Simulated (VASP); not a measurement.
# P (Cmce) in VASP: a series of runs

P is run at these levels: PBE; tasks: single point, relaxation of cell and atoms.

Program: VASP 6.6.1. These are calculated values, not measurements. Logs are shortened: lines on timing, memory, paths and dates and some standing lists are left out, and cuts for length are marked.

## 1. The cell of the first run

Symmetry: Cmce, No. 64, orthorhombic system. Conventional cell: a = 3.315 Å, b = 10.448 Å, c = 4.325 Å, α = 90.00°, β = 90.00°, γ = 90.00°. Within 2.9 Å of P (site symmetry m) lie 3 P at 2.23 to 2.25 Å.

## 2. Single point, PBE

INCAR

```
SYSTEM = P
  ALGO = Normal
  EDIFF = 1E-6
  ENCUT = 520
  GGA = PE
  ISIF = 2
  ISMEAR = -1
  LASPH = .TRUE.
  LCHARG = .FALSE.
  LREAL = .FALSE.
  LWAVE = .FALSE.
  NBANDS = 18
  NELM = 80
  PREC = Accurate
  SIGMA = 0.05
```

KPOINTS

```
k-points
0
G
  8 8 6
  0 0 0
```

POSCAR

```
P
1.0
    1.6576296618     -5.2239237192      0.0000000000
    1.6576296618      5.2239237192      0.0000000000
    0.0000000000      0.0000000000      4.3253395408
P
4
Direct
    0.8970089229      0.1029910771      0.5778400088
    0.1029910771      0.8970089229      0.4221599912
    0.6029910771      0.3970089229      0.0778400088
    0.3970089229      0.6029910771      0.9221599912
```

Potentials or basis: VASP PAW PBE potentials, release 64 (P).

Launch:

```console
cat potpaw_PBE.64/P/POTCAR > POTCAR
mpirun -np 1 vasp_std > vasp.out
```

OUTCAR:

```text
SYSTEM = P
   EDIFF = 1E-6
   ENCUT = 520
   GGA = PE
   ISIF = 2
   ISMEAR = -1
   LASPH = .TRUE.
   LREAL = .FALSE.
   NELM = 80
   PREC = Accurate

 ion  position               nearest neighbor table
   1  0.897  0.103  0.578-   4 2.23   4 2.23   2 2.25
   2  0.103  0.897  0.422-   3 2.23   3 2.23   1 2.25
   3  0.603  0.397  0.078-   2 2.23   2 2.23   4 2.25
   4  0.397  0.603  0.922-   1 2.23   1 2.23   3 2.25

  LATTYP: Found a base centered orthorhombic cell.
 ALAT       =     3.3152593236
 B/A-ratio  =     3.1514419895
 C/A-ratio  =     1.3046760807

  Lattice vectors:

 A1 = (   1.6576296618,  -5.2239237192,   0.0000000000)
 A2 = (   1.6576296618,   5.2239237192,   0.0000000000)
 A3 = (   0.0000000000,   0.0000000000,   4.3253395408)

Analysis of symmetry for initial positions (statically):
=====================================================================
 Subroutine PRICEL returns:
 Original cell was already a primitive cell.

 Routine SETGRP: Setting up the symmetry group for a
 base centered orthorhombic supercell.

 Subroutine GETGRP returns: Found  8 space group operations
 (whereof  4 operations were pure point group operations)
 out of a pool of  8 trial point group operations.

The static configuration has the point symmetry C_2h.
 The point group associated with its full space group is D_2h.

Analysis of symmetry for dynamics (positions and initial velocities):
=====================================================================
 Subroutine PRICEL returns:
 Original cell was already a primitive cell.

 Routine SETGRP: Setting up the symmetry group for a
 base centered orthorhombic supercell.

 Subroutine GETGRP returns: Found  8 space group operations
 (whereof  4 operations were pure point group operations)
 out of a pool of  8 trial point group operations.

The dynamic configuration has the point symmetry C_2h.
 The point group associated with its full space group is D_2h.

 Subroutine INISYM returns: Found  8 space group operations
 (whereof  4 operations are pure point group operations),
 and found     1 'primitive' translations

----------------------------------------------------------------------------------------

                                     Primitive cell

  volume of cell :      74.9091

  direct lattice vectors                    reciprocal lattice vectors
     1.657629662 -5.223923719  0.000000000     0.301635529 -0.095713496  0.000000000
     1.657629662  5.223923719  0.000000000     0.301635529  0.095713496  0.000000000
     0.000000000  0.000000000  4.325339541     0.000000000  0.000000000  0.231195722

  length of vectors
     5.480612659  5.480612659  4.325339541     0.316457052  0.316457052  0.231195722

  position of ions in fractional coordinates (direct lattice)
     0.897008923  0.102991077  0.577840009
     0.102991077  0.897008923  0.422159991
     0.602991077  0.397008923  0.077840009
     0.397008923  0.602991077  0.922159991

  ion indices of the primitive-cell ions
   primitive index   ion index
                 1           1
                 2           2
                 3           3
                 4           4

----------------------------------------------------------------------------------------

 KPOINTS: k-points

Automatic generation of k-mesh.
 Grid dimensions read from file:
 generate k-points for:    8    8    6

 Generating k-lattice:

  Cartesian coordinates                     Fractional coordinates (reciprocal lattice)
     0.037704441 -0.011964187  0.000000000     0.125000000  0.000000000  0.000000000
     0.037704441  0.011964187  0.000000000     0.000000000  0.125000000  0.000000000
     0.000000000  0.000000000  0.038532620     0.000000000  0.000000000  0.166666667

  Length of vectors
     0.039557131  0.039557131  0.038532620

  Shift w.r.t. Gamma in fractional coordinates (k-lattice)
     0.000000000  0.000000000  0.000000000

 Subroutine IBZKPT returns following result:
 ===========================================

 Found     84 irreducible k-points:

 Following reciprocal coordinates:
            Coordinates               Weight
  0.000000  0.000000  0.000000      1.000000
  0.125000  0.000000  0.000000      4.000000
  0.250000  0.000000  0.000000      4.000000
  0.375000  0.000000  0.000000      4.000000
  0.500000  0.000000  0.000000      2.000000
  0.125000  0.125000  0.000000      2.000000
[... 16 lines left out ...]
  0.125000  0.000000  0.166667      8.000000
  0.250000  0.000000  0.166667      8.000000
 [... further k-points ...]
   k-points           NKPTS =     84   k-points in BZ     NKDIM =     84   number of bands    NBANDS=     18
   number of dos      NEDOS =    301   number of ions     NIONS =      4
   total plane-waves  NPLWV =  56448
   dimension x,y,z NGX =    42 NGY =   42 NGZ =   32
   dimension x,y,z NGXF=    84 NGYF=   84 NGZF=   64
   ions per type =               4
   NGX,Y,Z   is equivalent  to a cutoff of  12.74, 12.74, 12.30 a.u.
   NGXF,Y,Z  is equivalent  to a cutoff of  25.48, 25.48, 24.60 a.u.
 SYSTEM =  P
   PREC   = accura    normal or accurate (medium, high low for compatibility)
   ISTART =      0    job   : 0-new  1-cont  2-samecut
   ICHARG =      2    charge: 1-file 2-atom 10-const
   ISPIN  =      1    spin polarized calculation?
   LNONCOLLINEAR =      F non collinear calculations
   LSORBIT =      F    spin-orbit coupling
   LASPH  =      T    aspherical Exc in radial PAW
   ENCUT  =  520.0 eV  38.22 Ry    6.18 a.u.  10.19 10.19  8.04*2*pi/ulx,y,z
   NELM   =     80;   NELMIN=  2; NELMDL= -5     # of ELM steps
   EDIFF  = 0.1E-05   stopping-criterion for ELM
   LREAL  =      F    real-space projection
   EDIFFG = 0.1E-04   stopping-criterion for IOM
   NSW    =      0    number of steps for IOM
   IBRION =     -1    ionic relax: 0-MD 1-quasi-New 2-CG
   NFREE  =      0    steps in history (QN), initial steepest desc. (CG)
   ISIF   =      2    stress and relaxation
   ISYM   =      2    0-nonsym 1-usesym 2-fastsym
   POTIM  = 0.5000    time-step for ionic-motion
   TEBEG  =    0.0;   TEEND  =   0.0 temperature during run
   PSTRESS=    0.0 pullay stress
   NELECT =      20.0000    total number of electrons
   NUPDOWN=      -1.0000    fix difference up-down
   EMIN   =  10.00;   EMAX   =-10.00  energy-range for DOS
   EFERMI =   0.00;   METHOD = LEGACY
   ISMEAR =    -1;   SIGMA  =   0.05  broadening in eV -4-tet -1-fermi 0-gaus
   EFERMI_NEDOS =   21; number of points for ismear=-14 and -15
   IALGO  =     38    algorithm
   IMIX   =      4    mixing-type and parameters
     AMIX     =   0.40;   BMIX     =  1.00
     AMIX_MAG =   1.60;   BMIX_MAG =  1.00
  volume/ion in A,a.u.               =      18.73       126.38
  Fermi-wavevector in a.u.,A,eV,Ry     =   1.054160  1.992074 15.119527  1.111254
  Thomas-Fermi vector in A             =   2.189310
   LORBIT       =      0    0 simple, 1 ext, 2 COOP (PROOUT), +10 PAW based schemes
   GGA     = PE    functional components
   LHFCALC =     F    Hartree Fock is set to
   AEXX    =    0.0000 exact exchange contribution
   IVDW    =     0    specifies the selected vdW correction
   LEPSILON=     F    determine dielectric tensor
   LRPA    =     F    only Hartree local field effects (RPA)
 non-spin polarized calculation
  energy-cutoff  :      520.00
  volume of cell :       74.91
 maximum number of plane-waves:      2048
 NGX is ok and might be reduce to    42
   NGX = 21   NGY = 21   NGZ = 17

 number of electron      19.9999998 magnetization

 Free energy of the ion-electron system (eV)
  ---------------------------------------------------
  ext. energy  EPLUGINS =         0.00000000
  ---------------------------------------------------
  free energy    TOTEN  =       -21.45247992 eV

  energy without entropy =      -21.45075277  energy(sigma->0) =      -21.45161634

 E-fermi :   6.8151     XC(G=0):  -9.9423

 val. band max:        6.8145532240   @ k =  -0.3750   0.3750   0.0000
 cond. band min:       6.8767681203   @ k =   0.5000   0.1250   0.0000
 fundamental gap:      0.0622148963
 Fermi energy:         6.8150578779

 k-point     1 :       0.0000    0.0000    0.0000
  band No.  band energies     occupation
      1      -9.0684      2.00000
      2      -5.9922      2.00000
      3      -2.6533      2.00000
      4      -0.2611      2.00000
      5       1.7870      2.00000
      6       2.1538      2.00000
[... 10 lines left out ...]
     17      14.0066      0.00000
     18      14.0678      0.00000

 k-point     2 :       0.1250    0.0000    0.0000
  band No.  band energies     occupation
      1      -8.8738      2.00000
      2      -5.8253      2.00000
      3      -2.7868      2.00000
      4      -0.0707      2.00000
      5       1.5472      2.00000
      6       1.9537      2.00000
[... 10 lines left out ...]
     17      12.5170      0.00000
     18      13.7870      0.00000

 k-point     3 :       0.2500    0.0000    0.0000
  band No.  band energies     occupation
      1      -8.2964      2.00000
      2      -5.3227      2.00000
      3      -3.4310      2.00000
      4      -0.0685      2.00000
      5       0.4735      2.00000
      6       1.1224      2.00000
[... 10 lines left out ...]
     17      12.2881      0.00000
     18      13.5989      0.00000

 k-point     4 :       0.3750    0.0000    0.0000
  band No.  band energies     occupation
      1      -7.3590      2.00000
      2      -4.6947      2.00000
      3      -4.4810      2.00000
      4      -1.8018      2.00000
      5       1.1770      2.00000
      6       1.2280      2.00000
[... 375 lines left out ...]
      4      -0.3246      2.00000
      5       1.3348      2.00000
      6       2.4802      2.00000
[... 10 lines left out ...]
     17      13.9483      0.00000
     18      14.8715      0.00000

 k-point    23 :       0.1250    0.0000    0.1667
  band No.  band energies     occupation
      1      -8.7099      2.00000
      2      -6.0388      2.00000
      3      -2.8624      2.00000
      4      -0.1973      2.00000
      5       1.2089      2.00000
      6       1.6328      2.00000
[... 10 lines left out ...]
     17      13.4539      0.00000
     18      13.9875      0.00000

 k-point    24 :       0.2500    0.0000    0.1667
  band No.  band energies     occupation
      1      -8.1376      2.00000
      2      -5.5525      2.00000
      3      -3.2995      2.00000
      4      -0.4427      2.00000
      5       0.5581      2.00000
      6       0.9030      2.00000
[... 10 lines left out ...]
     17      12.3246      0.00000
     18      13.7036      0.00000

 [... further k-points ...]
[... 5 lines left out ...]
  --------------------------------------------------------------------------------------
  -------------------------------------------------------------------------------------
  Total        0.7785286      0.7650786      0.7735929      0.0000000      0.0000000      0.0000000
  in kB       16.6513944     16.3637215     16.5458286      0.0000000      0.0000000      0.0000000
  external PRESSURE =      16.5203148 kB  Pullay stress =       0.0000000 kB

 VOLUME and BASIS-vectors are now :
 -----------------------------------------------------------------------------
  energy-cutoff  :      520.00
  volume of cell :       74.91
      direct lattice vectors                 reciprocal lattice vectors
     1.657629662 -5.223923719  0.000000000     0.301635529 -0.095713496  0.000000000
     1.657629662  5.223923719  0.000000000     0.301635529  0.095713496  0.000000000
     0.000000000  0.000000000  4.325339541     0.000000000  0.000000000  0.231195722

 POSITION                                       TOTAL-FORCE (eV/Angst)
 -----------------------------------------------------------------------------------
      1.65763     -4.14789      2.49935         0.000000     -0.041521      0.041009
      1.65763      4.14789      1.82599         0.000000      0.041521     -0.041009
      1.65763     -1.07604      0.33668         0.000000      0.041521      0.041009
      1.65763      1.07604      3.98866         0.000000     -0.041521     -0.041009
 -----------------------------------------------------------------------------------
    total drift:                               -0.000000     -0.000000      0.000000

  FREE ENERGIE OF THE ION-ELECTRON SYSTEM (eV)
  ---------------------------------------------------
  free  energy   TOTEN  =       -21.4524799226 eV

  energy  without entropy=      -21.4507527673  energy(sigma->0) =      -21.45161634
```

Run time: 94 s. Hardware: 1 thread of Intel Xeon Platinum 8488C (Sapphire Rapids), shared host; peak memory 0.25 GiB.

Results:

```yaml
Free_energy: -21.4525 eV
Pressure: 1.7 GPa
Largest_force: 0.058 eV/Å
Band_gap_on_the_k_mesh: 0.06 eV (least direct gap 0.23 eV)
```

Forces on the atoms (eV/Å):
```
P    0.000 -0.042  0.041
P    0.000  0.042 -0.041
P    0.000  0.042  0.041
P    0.000 -0.042 -0.041
```

Levels at points of the mesh, in eV from the valence-band top:
```csv
k point,band 7,band 8,band 9,band 10,band 11,band 12,band 13,band 14
"(0.00, 0.00, 0.00)",-4.04,-2.93,-2.59,-1.42,0.75,1.15,1.89,3.09
"(0.50, 0.00, 0.00)",-3.35,-3.35,-2.73,-2.73,0.77,0.77,1.06,1.06
"(0.50, 0.50, 0.00)",-4.24,-2.25,-1.76,-0.22,0.27,0.67,2.29,2.88
"(0.00, 0.00, 0.50)",-3.14,-3.14,-1.22,-1.22,1.42,1.42,2.45,2.45
"(0.50, 0.00, 0.50)",-5.69,-5.69,-2.06,-2.06,1.60,1.60,4.07,4.07
"(0.50, 0.50, 0.50)",-2.62,-2.62,-1.56,-1.56,1.34,1.34,2.52,2.52
```

A k mesh can miss the band edges.

## 3. Single point, PBE

This run uses another cell than the first one, of 21.25 Å³/atom.

INCAR

```
SYSTEM = P
PREC     = Accurate       ! precision mode
ENCUT    = 520            ! plane-wave cutoff, eV
EDIFF    = 1E-6           ! SCF threshold, eV
ISMEAR   = -1             ! smearing method
SIGMA    = 0.05           ! smearing width, eV
LREAL    = .False.        ! projectors in reciprocal space
LASPH    = .True.         ! aspherical terms in the spheres
NELM     = 100            ! most SCF steps
ALGO     = Normal         ! electronic algorithm
ISIF     = 2              ! what is computed and relaxed
LWAVE    = .False.        ! write WAVECAR
LCHARG   = .False.        ! write CHGCAR
GGA      = PE             ! functional
NBANDS   = 18             ! bands
```

KPOINTS

```
Automatic mesh
0
Gamma
  8 8 6
  0 0 0
```

POSCAR

```
P
1.0
    1.6556449936     -5.6301845864      0.0000000000
    1.6556449936      5.6301845864      0.0000000000
    0.0000000000      0.0000000000      4.5589674846
P
4
Direct
    0.9057649012      0.0942350988      0.5863807521
    0.0942350988      0.9057649012      0.4136192479
    0.5942350988      0.4057649012      0.0863807521
    0.4057649012      0.5942350988      0.9136192479
```

Potentials or basis: VASP PAW PBE potentials, release 64 (P).

Launch:

```console
cat potpaw_PBE.64/P/POTCAR > POTCAR
mpirun -np 1 vasp_std > vasp.out
```

It took 2.4 min on 1 thread of Intel Xeon Platinum 8488C (Sapphire Rapids), shared host; peak memory 0.3 GiB.

It converged, with:

```
Free energy            : -21.5058 eV
Pressure               : -0.3 GPa
Largest force          : 0.049 eV/Å
Band gap on the k mesh : 0.14 eV
```

Forces in eV/Å, atoms in the order of the input:
```
P    0.000 -0.038  0.031
P    0.000  0.038 -0.031
P    0.000  0.038  0.031
P    0.000 -0.038 -0.031
```

Levels at points of the mesh, in eV from the valence-band top:
| k point | band 8 | band 9 | band 10 | band 11 | band 12 | band 13 |
| --- | --- | --- | --- | --- | --- | --- |
| (0.00, 0.00, 0.00) | -2.61 | -2.29 | -1.00 | 0.75 | 1.23 | 2.10 |
| (0.50, 0.00, 0.00) | -3.22 | -2.49 | -2.49 | 0.78 | 0.78 | 1.55 |
| (0.50, 0.50, 0.00) | -2.17 | -1.60 | 0.00 | 0.14 | 1.04 | 2.26 |
| (0.00, 0.00, 0.50) | -3.00 | -1.51 | -1.51 | 1.58 | 1.58 | 2.99 |
| (0.50, 0.00, 0.50) | -5.17 | -1.70 | -1.70 | 1.82 | 1.82 | 3.51 |
| (0.50, 0.50, 0.50) | -2.77 | -1.78 | -1.78 | 1.56 | 1.56 | 2.57 |

A k mesh can miss the band edges.

## 4. Relaxation of cell and atoms, PBE, target pressure 5 GPa, at which the enthalpy is minimised

This run uses another cell than the first one, of 20.46 Å³/atom.

INCAR

```
PREC = Accurate ; ENCUT = 600
EDIFF = 1E-7 ; ISMEAR = -1
SIGMA = 0.05 ; LREAL = False
LASPH = True ; NELM = 60
ALGO = Normal ; ISIF = 3
LWAVE = False ; LCHARG = False
GGA = PE ; IBRION = 2
NSW = 60 ; EDIFFG = -0.01
PSTRESS = 50.0
```

KPOINTS

```
Automatic mesh
0
Gamma
  8 8 6
```

POSCAR

```
P
1.0
    1.6477431241     -5.4650377251      0.0000000000
    1.6477431241      5.4650377251      0.0000000000
    0.0000000000      0.0000000000      4.5436355900
P
4
Direct
    0.9041431300      0.0958568700      0.5888151700
    0.0958568700      0.9041431300      0.4111848300
    0.5958568700      0.4041431300      0.0888151700
    0.4041431300      0.5958568700      0.9111848300
```

Launch:

```console
cat potpaw_PBE.64/P/POTCAR > POTCAR
mpirun -np 1 vasp_std > vasp.out
```

Wall time 21 min (1 thread of Intel Xeon Platinum 8488C (Sapphire Rapids), shared host); peak memory 0.33 GiB.

Results (log left out):

* Free energy: -21.3120 eV
* Relaxed volume: 17.04 Å³/atom
* Relaxed cell: a = 5.291 Å, b = 5.291 Å, c = 4.090 Å, α = 90.00°, β = 90.00°, γ = 143.47°
* Space group after relaxing (to 0.1 Å): Cmce (No. 64)
* Energy change on relaxing (the run minimises the enthalpy): +44.8 meV/atom
* Ionic steps: 17
* Pressure after relaxing: 5.0 GPa
* Largest force after relaxing: 0.004 eV/Å
* Band gap on the k mesh: zero (bands 10 and 11 overlap by 0.38 eV)

Forces in eV/Å, atoms in the order of the input:
```
P    0.000  0.003 -0.003
P    0.000 -0.003  0.003
P    0.000 -0.003 -0.003
P    0.000  0.003  0.003
```

Stress tensor (GPa, compression positive):
```
4.91 0.00 0.00
0.00 5.04 0.00
0.00 0.00 4.96
```

Step by step:
| step | energy change (eV) | largest force (eV/Å) | pressure (GPa) | volume (Å³) |
| --- | --- | --- | --- | --- |
| 1 | 0.0000 | 0.2862 | 1.68 | 81.83 |
| 2 | 0.0947 | 0.6247 | 6.14 | 76.91 |
| 3 | 0.0889 | 0.6092 | 5.95 | 77.10 |
| 4 | 0.0838 | 0.4163 | 5.49 | 75.40 |
| 5 | 0.1844 | 0.5623 | 4.28 | 70.44 |
| 6 | 0.1462 | 0.4394 | 4.52 | 71.54 |
| 7 | 0.1527 | 0.1688 | 4.85 | 69.73 |
| 8 | 0.1877 | 0.1327 | 5.27 | 68.10 |
| 9 | 0.1916 | 0.1507 | 5.31 | 67.98 |
| 10 | 0.1849 | 0.0452 | 4.98 | 67.99 |
| 11 | 0.1849 | 0.0412 | 5.00 | 67.99 |
| 12 | 0.1846 | 0.0109 | 5.09 | 67.99 |
| 13 | 0.1845 | 0.0164 | 5.12 | 67.99 |
| 14 | 0.1811 | 0.0157 | 4.97 | 68.10 |
| 15 | 0.1798 | 0.0166 | 4.91 | 68.14 |
| 16 | 0.1795 | 0.0073 | 4.94 | 68.15 |
| 17 | 0.1793 | 0.0044 | 4.97 | 68.15 |

Final structure:
```
CELL_PARAMETERS angstrom
1.65820 -5.02464 0.00000
1.65820 5.02464 0.00000
0.00000 0.00000 4.08999
ATOMIC_POSITIONS crystal
P 0.89214 0.10786 0.56918
P 0.10786 0.89214 0.43083
P 0.60786 0.39214 0.06918
P 0.39214 0.60786 0.93083
```

Levels at points of the mesh, in eV from the Fermi level:
```csv
k point,band 8,band 9,band 10,band 11,band 12,band 13
"(0.00, 0.00, 0.00)",-2.87,-2.74,-1.41,1.16,1.27,1.88
"(0.50, 0.00, 0.00)",-3.19,-2.66,-2.66,0.71,0.71,1.15
"(0.50, 0.50, 0.00)",-2.15,-1.89,-0.45,0.41,0.74,2.56
"(0.00, 0.00, 0.50)",-3.09,-0.75,-0.75,1.48,1.48,2.07
"(0.50, 0.00, 0.50)",-5.86,-2.15,-2.15,1.58,1.58,5.05
"(0.50, 0.50, 0.50)",-2.36,-1.14,-1.14,1.30,1.30,2.87
```

Caveat: the cell is relaxed towards a set pressure, so the run minimises the enthalpy, not the energy; the volume moved by over 15 % at a fixed basis, so the end points are rough.

(Part 1 of 2 ends here.)

The gap in the log of VASP goes by the Fermi energy; the results here count the filled bands.